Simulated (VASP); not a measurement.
# TiC (Fm-3m) in VASP: settings compared, part 2 of 2

VASP 6.6.1. Earlier steps stand in the parts before.

## Step 3: Single point, r2SCAN

This run uses another cell than the first one, of 9.95 Å³/atom, 1.021 times its volume.

File POSCAR:

```
TiC
1.0
    0.0000000000      2.1511833799      2.1511833799
    2.1511833799      0.0000000000      2.1511833799
    2.1511833799      2.1511833799      0.0000000000
Ti C
1 1
Direct
    0.0000000000      0.0000000000      0.0000000000
    0.5000000000      0.5000000000      0.5000000000
```

File INCAR.step1:

```
SYSTEM = TiC
PREC = Accurate
ENCUT = 910
ISMEAR = -1
SIGMA = 0.05
LREAL = .False.
LASPH = .True.
NELM = 120
NBANDS = 15
GGA = PE
ALGO = Normal
EDIFF = 1E-5
LWAVE = .True.
LCHARG = .False.
GGA_COMPAT = .False.
```

File INCAR.step2:

```
SYSTEM = TiC
PREC = Accurate
ENCUT = 910
EDIFF = 1E-6
ISMEAR = -1
SIGMA = 0.05
LREAL = .False.
LASPH = .True.
NELM = 120
ALGO = Normal
ISIF = 2
LWAVE = .False.
LCHARG = .False.
METAGGA = R2SCAN
LMIXTAU = .True.
NBANDS = 15
ISTART = 1
GGA_COMPAT = .False.
```

File KPOINTS:

```
Automatic mesh
0
Gamma
  11 11 11
  0 0 0
```

Potentials or basis: VASP PAW PBE potentials, release 64 (Ti_sv, C_h).

Run with:

```
> cat potpaw_PBE.64/Ti_sv/POTCAR potpaw_PBE.64/C_h/POTCAR > POTCAR
> cp INCAR.step1 INCAR
> mpirun -np 1 vasp_std > vasp.out
> cp INCAR.step2 INCAR
> mpirun -np 1 vasp_std > vasp.out
```

OUTCAR:

```text
SYSTEM = TiC
   PREC = Accurate
   ENCUT = 910
   EDIFF = 1E-6
   ISMEAR = -1
   LREAL = .False.
   LASPH = .True.
   NELM = 120
   ISIF = 2
   METAGGA = R2SCAN
   ISTART = 1

 ion  position               nearest neighbor table
   1  0.000  0.000  0.000-   2 2.15   2 2.15   2 2.15   2 2.15   2 2.15   2 2.15
   2  0.500  0.500  0.500-   1 2.15   1 2.15   1 2.15   1 2.15   1 2.15   1 2.15

  LATTYP: Found a face centered cubic cell.
 ALAT       =     4.3023667598

  Lattice vectors:

 A1 = (   0.0000000000,   2.1511833799,   2.1511833799)
 A2 = (   2.1511833799,   0.0000000000,   2.1511833799)
[... 609 lines left out ...]
     11      13.9269      0.00000
     12      14.7557      0.00000
     13      17.8077      0.00000
     14      22.8245      0.00000
     15      24.3528      0.00000

 [... further k-points ...]
[... 5 lines left out ...]
  --------------------------------------------------------------------------------------
  -------------------------------------------------------------------------------------
  Total        0.7071673      0.7071673      0.7071673      0.0000000     -0.0000000      0.0000000
  in kB       56.9076230     56.9076230     56.9076230      0.0000000     -0.0000000      0.0000000
  external PRESSURE =      56.9076230 kB  Pullay stress =       0.0000000 kB

 VOLUME and BASIS-vectors are now :
 -----------------------------------------------------------------------------
  energy-cutoff  :      910.00
  volume of cell :       19.91
      direct lattice vectors                 reciprocal lattice vectors
     0.000000000  2.151183380  2.151183380    -0.232430208  0.232430208  0.232430208
     2.151183380  0.000000000  2.151183380     0.232430208 -0.232430208  0.232430208
     2.151183380  2.151183380  0.000000000     0.232430208  0.232430208 -0.232430208

 POSITION                                       TOTAL-FORCE (eV/Angst)
 -----------------------------------------------------------------------------------
      0.00000      0.00000      0.00000        -0.000000      0.000000      0.000000
      2.15118      2.15118      2.15118         0.000000     -0.000000     -0.000000
 -----------------------------------------------------------------------------------
    total drift:                               -0.000000      0.000000      0.000000

  FREE ENERGIE OF THE ION-ELECTRON SYSTEM (eV)
  ---------------------------------------------------
  free  energy   TOTEN  =       -24.8719200155 eV

  energy  without entropy=      -24.8695811199  energy(sigma->0) =      -24.87075057
```

OUTCAR.step1:

```text
SYSTEM = TiC
   PREC = Accurate
   ENCUT = 910
   ISMEAR = -1
   LREAL = .False.
   LASPH = .True.
[... 653 lines left out ...]
      0.00000      0.00000      0.00000         0.000000      0.000000      0.000000
      2.15118      2.15118      2.15118        -0.000000     -0.000000     -0.000000
 -----------------------------------------------------------------------------------
    total drift:                               -0.000000      0.000000      0.000000

  FREE ENERGIE OF THE ION-ELECTRON SYSTEM (eV)
  ---------------------------------------------------
  free  energy   TOTEN  =       -18.7084994718 eV

  energy  without entropy=      -18.7061259983  energy(sigma->0) =      -18.70731274
```

Run time: 67 s. Hardware: 1 thread of Intel Xeon 6975P-C (Granite Rapids), shared host; peak memory 0.19 GiB.

What came out:

```yaml
Free_energy: -24.8719 eV
Pressure: 5.7 GPa
Band_gap_on_the_k_mesh: zero (band 8 reaches 10.95 eV, above the bottom of band 9 at 9.60 eV)
```

Caveat: the cutoff is under 1.25 times the usual one of these potentials, so pressure, stress and relaxed cells hold a basis-set (Pulay) error; the PAW data sets were made with another functional, which shifts forces and pressure a little.

## Step 4: Single point, LDA+U

This run uses another cell than the first one, of 10.09 Å³/atom, 1.035 times its volume.

File INCAR:

```
PREC = Accurate ; ENCUT = 910
EDIFF = 1E-6 ; ISMEAR = -1
SIGMA = 0.05 ; LREAL = False
LASPH = True ; NELM = 200
ALGO = Normal ; ISIF = 2
LWAVE = False ; LCHARG = False
LMAXMIX = 4 ; LDAU = True
LDAUTYPE = 2 ; LDAUL = 2 -1
LDAUU = 6 0 ; LDAUJ = 0 0
LDAUPRINT = 1 ; GGA = CA
NBANDS = 15 ; GGA_COMPAT = False
```

File KPOINTS:

```
regular mesh
0
Gamma
  11 11 11
```

File POSCAR:

```
TiC
1.0
    0.0000000000      2.1608757029      2.1608757029
    2.1608757029      0.0000000000      2.1608757029
    2.1608757029      2.1608757029      0.0000000000
Ti C
1 1
Direct
    0.0000000000      0.0000000000      0.0000000000
    0.5000000000      0.5000000000      0.5000000000
```

Potentials or basis: VASP PAW LDA potentials, release 64 (Ti_sv, C_h).

Run with:

```
> cat potpaw_LDA.64/Ti_sv/POTCAR potpaw_LDA.64/C_h/POTCAR > POTCAR
> mpirun -np 1 vasp_std > vasp.out
```

OUTCAR:

```text
PREC = Accurate
   ENCUT = 910
   EDIFF = 1E-6
   ISMEAR = -1
   LREAL = False
   LASPH = True
   NELM = 200
   ISIF = 2
   GGA = CA

 ion  position               nearest neighbor table
   1  0.000  0.000  0.000-   2 2.16   2 2.16   2 2.16   2 2.16   2 2.16   2 2.16
   2  0.500  0.500  0.500-   1 2.16   1 2.16   1 2.16   1 2.16   1 2.16   1 2.16

  LATTYP: Found a face centered cubic cell.
 ALAT       =     4.3217514058

  Lattice vectors:

 A1 = (   0.0000000000,   2.1608757029,   2.1608757029)
 A2 = (   2.1608757029,   0.0000000000,   2.1608757029)
[... 646 lines left out ...]
     11      14.1391      0.00000
     12      14.8480      0.00000
     13      17.4394      0.00000
     14      21.7289      0.00000
     15      23.6466      0.00000

 [... further k-points ...]
[... 5 lines left out ...]
  --------------------------------------------------------------------------------------
  -------------------------------------------------------------------------------------
  Total        0.8941311      0.8941311      0.8941311     -0.0000000     -0.0000000      0.0000000
  in kB       70.9892209     70.9892209     70.9892209     -0.0000000     -0.0000000      0.0000000
  external PRESSURE =      70.9892209 kB  Pullay stress =       0.0000000 kB

 VOLUME and BASIS-vectors are now :
 -----------------------------------------------------------------------------
  energy-cutoff  :      910.00
  volume of cell :       20.18
      direct lattice vectors                 reciprocal lattice vectors
     0.000000000  2.160875703  2.160875703    -0.231387673  0.231387673  0.231387673
     2.160875703  0.000000000  2.160875703     0.231387673 -0.231387673  0.231387673
     2.160875703  2.160875703  0.000000000     0.231387673  0.231387673 -0.231387673

 POSITION                                       TOTAL-FORCE (eV/Angst)
 -----------------------------------------------------------------------------------
      0.00000      0.00000      0.00000        -0.000000     -0.000000     -0.000000
      2.16088      2.16088      2.16088         0.000000      0.000000      0.000000
 -----------------------------------------------------------------------------------
    total drift:                               -0.000000      0.000000      0.000000

  FREE ENERGIE OF THE ION-ELECTRON SYSTEM (eV)
  ---------------------------------------------------
  free  energy   TOTEN  =       -16.0652129294 eV

  energy  without entropy=      -16.0626673393  energy(sigma->0) =      -16.06394013
```

OSZICAR:

```text
N       E                     dE             d eps       ncg     rms          rms(c)
DAV:   1     0.155084954051E+03    0.15508E+03   -0.11495E+04  1680   0.192E+03
DAV:   2    -0.101387285497E+02   -0.16522E+03   -0.15466E+03  1792   0.418E+02
DAV:   3    -0.225534138704E+02   -0.12415E+02   -0.11917E+02  2177   0.100E+02
DAV:   4    -0.230886751413E+02   -0.53526E+00   -0.53461E+00  2093   0.197E+01
DAV:   5    -0.230991915223E+02   -0.10516E-01   -0.10514E-01  2225   0.256E+00    0.185E+01
DAV:   6    -0.162719176898E+02    0.68273E+01   -0.14068E+01  2371   0.598E+01    0.560E+00
DAV:   7    -0.160622221265E+02    0.20970E+00   -0.18380E+00  1995   0.166E+01    0.400E+00
DAV:   8    -0.160453547079E+02    0.16867E-01   -0.19379E-01  1970   0.567E+00    0.141E+00
DAV:   9    -0.160883255679E+02   -0.42971E-01   -0.97896E-02  2255   0.295E+00    0.167E+00
DAV:  10    -0.160698965305E+02    0.18429E-01   -0.22154E-02  1915   0.224E+00    0.723E-01
DAV:  11    -0.160652364216E+02    0.46601E-02   -0.84631E-03  2023   0.123E+00    0.790E-02
DAV:  12    -0.160651675931E+02    0.68829E-04   -0.32043E-04  1897   0.196E-01    0.257E-02
DAV:  13    -0.160652128789E+02   -0.45286E-04   -0.24767E-05  2108   0.636E-02    0.117E-02
DAV:  14    -0.160652129294E+02   -0.50442E-07   -0.38115E-06  1851   0.216E-02
   1 F= -.16065213E+02 E0= -.16063940E+02  d E =-.254559E-02
```

stdout:

```text
POSCAR found type information on POSCAR TiC
 POSCAR found :  2 types and       2 ions
 scaLAPACK will be used
 LDA part: xc-table for (Slater(with rela. corr.)+CA(PZ))
 , standard interpolation
 POSCAR, INCAR and KPOINTS ok, starting setup
 FFT: planning ... GRIDC
 FFT: planning ... GRID_SOFT
 FFT: planning ... GRID
 WAVECAR not read
 entering main loop
```

It took 29 s on 1 thread of Intel Xeon Platinum 8488C (Sapphire Rapids), shared host; peak memory 0.18 GiB.

What came out:

* Free energy: -16.0652 eV
* Pressure: 7.1 GPa
* Band gap on the k mesh: zero (band 8 reaches 11.62 eV, above the bottom of band 9 at 9.87 eV)

Eigenvalues of the final occupation matrices:
```csv
site,spin,trace,eigenvalues
site 1 d,1,0.90,0.11 0.11 0.11 0.29 0.29
site 1 d,2,0.90,0.11 0.11 0.11 0.29 0.29
```

Caveat: the cutoff is under 1.25 times the usual one of these potentials, so pressure, stress and relaxed cells hold a basis-set (Pulay) error; U without spin polarisation on a metal has little footing; the U is typed as a test and isn't derived for this compound.

## Step 5: Single point, PBEsol+U

This run uses another cell than the first one, of 10.16 Å³/atom, 1.042 times its volume.

File INCAR:

```
PREC     = Accurate       # precision mode
ENCUT    = 910            # plane-wave cutoff, eV
EDIFF    = 1E-6           # SCF threshold, eV
ISMEAR   = -1             # smearing method
SIGMA    = 0.05           # smearing width, eV
LREAL    = False          # projectors in reciprocal space
LASPH    = True           # aspherical terms in the spheres
NELM     = 200            # most SCF steps
ALGO     = Normal         # electronic algorithm
ISIF     = 2              # what is computed and relaxed
LWAVE    = False          # write WAVECAR
LCHARG   = False          # write CHGCAR
LMAXMIX  = 4              # l up to which the mixer works
LDAU     = True           # DFT+U
LDAUTYPE = 2            
LDAUL    = 2 -1           # shell
LDAUU    = 4 0            # U, eV
LDAUJ    = 0 0          
LDAUPRINT= 1            
GGA      = PS             # functional
NBANDS   = 15             # bands
GGA_COMPAT= False
```

File KPOINTS:

```
Automatic mesh
0
Gamma
  11 11 11
```

File POSCAR:

```
TiC
1.0
    0.0000000000      2.1657188437      2.1657188437
    2.1657188437      0.0000000000      2.1657188437
    2.1657188437      2.1657188437      0.0000000000
Ti C
1 1
Direct
    0.0000000000      0.0000000000      0.0000000000
    0.5000000000      0.5000000000      0.5000000000
```

Potentials or basis: VASP PAW PBE potentials, release 64 (Ti_sv, C_h).

Run with:

```
> cat potpaw_PBE.64/Ti_sv/POTCAR potpaw_PBE.64/C_h/POTCAR > POTCAR
> mpirun -np 1 vasp_std > vasp.out
```

It took 32 s on 1 thread of Intel Xeon Platinum 8488C (Sapphire Rapids), shared host; peak memory 0.2 GiB.

The run converged. Its results:

* Free energy: -16.8074 eV
* Pressure: 5.0 GPa
* Band gap on the k mesh: zero (band 8 reaches 11.18 eV, above the bottom of band 9 at 9.66 eV)

Levels at points of the mesh, in eV from the Fermi level:
```tsv
k point	band 5	band 6	band 7	band 8	band 9	band 10	band 11	band 12
(0.00, 0.00, 0.00)	-12.78	0.96	0.96	0.96	1.44	1.44	1.44	1.52
```

Eigenvalues of the final occupation matrices:
| site | spin | trace | eigenvalues |
| --- | --- | --- | --- |
| site 1 d | 1 | 0.92 | 0.12 0.12 0.12 0.28 0.28 |
| site 1 d | 2 | 0.92 | 0.12 0.12 0.12 0.28 0.28 |

Caveat: the cutoff is under 1.25 times the usual one of these potentials, so pressure, stress and relaxed cells hold a basis-set (Pulay) error; the PAW data sets were made with another functional, which shifts forces and pressure a little; U without spin polarisation on a metal has little footing; the U is typed as a test and isn't derived for this compound.

## Step 6: Single point, PBEsol+U

This run uses another cell than the first one, of 10.16 Å³/atom, 1.042 times its volume.

File INCAR:

```
  PREC = Accurate
  ENCUT = 910
  EDIFF = 1E-6
  ISMEAR = -1
  SIGMA = 0.05
  LREAL = False
  LASPH = True
  NELM = 200
  ALGO = Normal
  ISIF = 2
  LWAVE = False
  LCHARG = False
  LMAXMIX = 4
  LDAU = True
  LDAUTYPE = 2
  LDAUL = 2 -1
  LDAUU = 3 0
  LDAUJ = 0 0
  LDAUPRINT = 1
  GGA = PS
  NBANDS = 15
  GGA_COMPAT = False
```

File KPOINTS:

```
regular mesh
0
Gamma
  11 11 11
```

POSCAR is that of step 5.

Potentials or basis: VASP PAW PBE potentials, release 64 (Ti_sv, C_h).

Run with:

```
> cat potpaw_PBE.64/Ti_sv/POTCAR potpaw_PBE.64/C_h/POTCAR > POTCAR
> mpirun -np 1 vasp_std > vasp.out
```

It took 21 s on 1 thread of Intel Xeon Platinum 8559C (Emerald Rapids), shared host; peak memory 0.19 GiB.

Results (log left out):

```
Free energy            : -17.5345 eV
Pressure               : 2.0 GPa
Band gap on the k mesh : zero (band 8 reaches 10.95 eV, above the bottom of band 9 at 9.55 eV)
```

Levels at points of the mesh, in eV from the Fermi level:
| k point | band 4 | band 5 | band 6 | band 7 | band 8 | band 9 | band 10 | band 11 | band 12 | band 13 |
| --- | --- | --- | --- | --- | --- | --- | --- | --- | --- | --- |
| (0.00, 0.00, 0.00) | -33.32 | -12.69 | 0.86 | 0.86 | 0.86 | 1.49 | 1.49 | 1.49 | 1.56 | 1.56 |

Eigenvalues of the final occupation matrices:
```csv
site,spin,trace,eigenvalues
site 1 d,1,0.94,0.13 0.13 0.13 0.28 0.28
site 1 d,2,0.94,0.13 0.13 0.13 0.28 0.28
```

Caveat: the cutoff is under 1.25 times the usual one of these potentials, so pressure, stress and relaxed cells hold a basis-set (Pulay) error; the PAW data sets were made with another functional, which shifts forces and pressure a little; U without spin polarisation on a metal has little footing; the U is typed as a test and isn't derived for this compound.

## Step 7: Summary

| level | potentials or basis | U | cell | gap on the mesh (eV) | pressure (GPa) |
| --- | --- | --- | --- | --- | --- |
| r2SCAN | VASP PAW PBE potentials, release 64 (Ti_sv, C_h) | - | a = 3.021 Å, angles 60.0°, 2 atoms | none | 11.8 |
| r2SCAN | VASP PAW PBE potentials, release 64 (Ti_sv, C_h) | - | a = 3.042 Å, angles 60.0°, 2 atoms | none | 5.7 |
| LDA+U | VASP PAW LDA potentials, release 64 (Ti_sv, C_h) | Ti d U = 6.0 eV | a = 3.056 Å, angles 60.0°, 2 atoms | none | 7.1 |
| PBEsol+U | VASP PAW PBE potentials, release 64 (Ti_sv, C_h) | Ti d U = 4.0 eV | a = 3.063 Å, angles 60.0°, 2 atoms | none | 5.0 |
| PBEsol+U | VASP PAW PBE potentials, release 64 (Ti_sv, C_h) | Ti d U = 3.0 eV | a = 3.063 Å, angles 60.0°, 2 atoms | none | 2.0 |

Alike in all rows: task single point; no spin polarisation; k mesh 11 × 11 × 11; cutoff (eV) 910; smearing fermi-dirac 0.05 eV.

Caveats: the cutoff is under 1.25 times the usual one of these potentials, so pressure, stress and relaxed cells hold a basis-set (Pulay) error; the PAW data sets were made with another functional, which shifts forces and pressure a little (some runs); U without spin polarisation on a metal has little footing (some runs); the U is typed as a test and isn't derived for this compound (some runs).

Absolute energies hang on the potentials; compare differences alone.
